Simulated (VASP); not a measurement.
A run of VASP 6.6.1:

POSCAR

```
Al
1.0
    2.8310814264      0.0000000000      0.0000000000
   -1.4155407132      2.4517884355      0.0000000000
    0.0000000000      0.0000000000      4.8990817340
Al
2
Direct
    0.3333333333      0.6666666667      0.2500000000
    0.6666666667      0.3333333333      0.7500000000
```

Contents of INCAR.step1:

```
SYSTEM = Al
ALGO     = Normal         ! electronic algorithm
EDIFF    = 1E-4           ! SCF threshold, eV
ENCUT    = 520            ! plane-wave cutoff, eV
GGA      = PE             ! functional
ISMEAR   = -1             ! smearing method
LASPH    = .True.         ! aspherical terms in the spheres
LCHARG   = .False.        ! write CHGCAR
LREAL    = .False.        ! projectors in reciprocal space
LWAVE    = .True.         ! write WAVECAR
NBANDS   = 10             ! bands
NELM     = 80             ! most SCF steps
PREC     = Accurate       ! precision mode
SIGMA    = 0.05           ! smearing width, eV
```

Contents of INCAR.step2:

```
SYSTEM = Al
ALGO     = Normal         ! electronic algorithm
EDIFF    = 1E-6           ! SCF threshold, eV
ENCUT    = 520            ! plane-wave cutoff, eV
ISIF     = 2              ! what is computed and relaxed
ISMEAR   = -1             ! smearing method
ISTART   = 1            
LASPH    = .True.         ! aspherical terms in the spheres
LCHARG   = .False.        ! write CHGCAR
LMIXTAU  = .True.       
LREAL    = .False.        ! projectors in reciprocal space
LWAVE    = .False.        ! write WAVECAR
METAGGA  = R2SCAN         ! meta-GGA
NBANDS   = 10             ! bands
NELM     = 80             ! most SCF steps
PREC     = Accurate       ! precision mode
SIGMA    = 0.05           ! smearing width, eV
```

KPOINTS

```
k-points
0
Gamma
  11 11 6
  0 0 0
```

Potentials or basis: VASP PAW PBE potentials, release 64 (Al).

Launch:

```bash
$ cat potpaw_PBE.64/Al/POTCAR > POTCAR
$ cp INCAR.step1 INCAR
$ mpirun -np 1 vasp_std > vasp.out
$ cp INCAR.step2 INCAR
$ mpirun -np 1 vasp_std > vasp.out
```

Hardware: 1 thread of Intel(R) Xeon(R) 6975P-C (Granite Rapids) (shared host).

**Question.** Estimate the wall time of this run.

**Answer.** Wall time 22 s on 1 thread of Intel(R) Xeon(R) 6975P-C (Granite Rapids), on a shared host, peak memory 0.16 GiB. Counts: k points 64.
